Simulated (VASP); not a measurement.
CuSi16 (a cell with a defect), 17 atoms in the cell. The cell holds a defect, 17 atoms: a = 7.679 Å, b = 7.679 Å, c = 7.679 Å, α = 60.00°, β = 60.00°, γ = 60.00°. 

- Program: VASP 6.6.1
- Task: single point
- Functional: PBEsol
- Potentials or basis: VASP PAW PBE potentials, release 64 (Si, Cu)
- Cutoff: 520 eV
- k mesh: 2 × 2 × 2
- Occupations: gaussian, width 0.02 eV
- Spin: no spin polarisation
- Dipole correction: no
- Charge: 1
- Further INCAR settings: LREAL = Auto; ALGO = Normal; EDIFF = 1e-07; NBANDS = 52; NELECT = 74.0

Potentials or basis: VASP PAW PBE potentials, release 64 (Si, Cu).

Run with:

```bash
$ cat potpaw_PBE.64/Si/POTCAR potpaw_PBE.64/Cu/POTCAR > POTCAR
$ mpirun -np 1 vasp_std > vasp.out
```

Hardware: 1 thread of Intel Xeon 8259CL, with other jobs on the host.

Question: Estimate the wall time of this run.

Answer: Run time: 10 min on 1 thread of Intel Xeon 8259CL, with other jobs on the host, peak memory 0.5 GiB. Counts: scf iterations 20, k points 8.
